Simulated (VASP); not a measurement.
A run of VASP 6.6.1 is set up as follows.

Contents of INCAR:

```
SYSTEM = Ta3N
  ALGO = Normal
  EDIFF = 1E-6
  ENCUT = 1330
  GGA = PS
  GGA_COMPAT = .False.
  ISIF = 2
  ISMEAR = -1
  LASPH = .True.
  LCHARG = .False.
  LDAU = .True.
  LDAUJ = 0 0
  LDAUL = 2 -1
  LDAUPRINT = 1
  LDAUTYPE = 2
  LDAUU = 5 0
  LMAXMIX = 4
  LREAL = .False.
  LWAVE = .False.
  NBANDS = 30
  NELM = 200
  PREC = Accurate
  SIGMA = 0.05
```

The input KPOINTS:

```
k-points
0
Gamma
  10 10 4
  0 0 0
```

POSCAR

```
Ta3N
1.0
    2.9952813603      0.0000000000      0.0000000000
   -1.4976406802      2.5939897495      0.0000000000
    0.0000000000      0.0000000000      7.6081672752
Ta N
3 1
Direct
    0.6666666667      0.3333333333      0.8259979844
    0.3333333333      0.6666666667      0.1740020156
    0.0000000000      0.0000000000      0.5000000000
    0.0000000000      0.0000000000      0.0000000000
```

Potentials or basis: VASP PAW PBE potentials, release 64 (Ta_sv_GW, N_h).

The run is started by

```sh
$ cat potpaw_PBE.64/Ta_sv_GW/POTCAR potpaw_PBE.64/N_h/POTCAR > POTCAR
$ mpirun -np 1 vasp_std > vasp.out
```

Problem. What does it give for the pressure?

Solution. 11.7 GPa.

Problem. What does it give for the largest force?

Solution. 0.472 eV/Å.

Eigenvalues of the final occupation matrices:
```csv
site,spin,trace,eigenvalues
site 1 d,1,1.09,0.20 0.20 0.22 0.22 0.25
site 1 d,2,1.09,0.20 0.20 0.22 0.22 0.25
site 2 d,1,1.09,0.20 0.20 0.22 0.22 0.25
site 2 d,2,1.09,0.20 0.20 0.22 0.22 0.25
site 3 d,1,1.01,0.13 0.13 0.23 0.23 0.28
site 3 d,2,1.01,0.13 0.13 0.23 0.23 0.28
```

Caveat: the cell stands under pressure; the PAW data sets were made with another functional, which shifts forces and pressure a little; spin-orbit coupling is left out, which moves the levels of the heavy elements; U without spin polarisation on a metal has little footing.
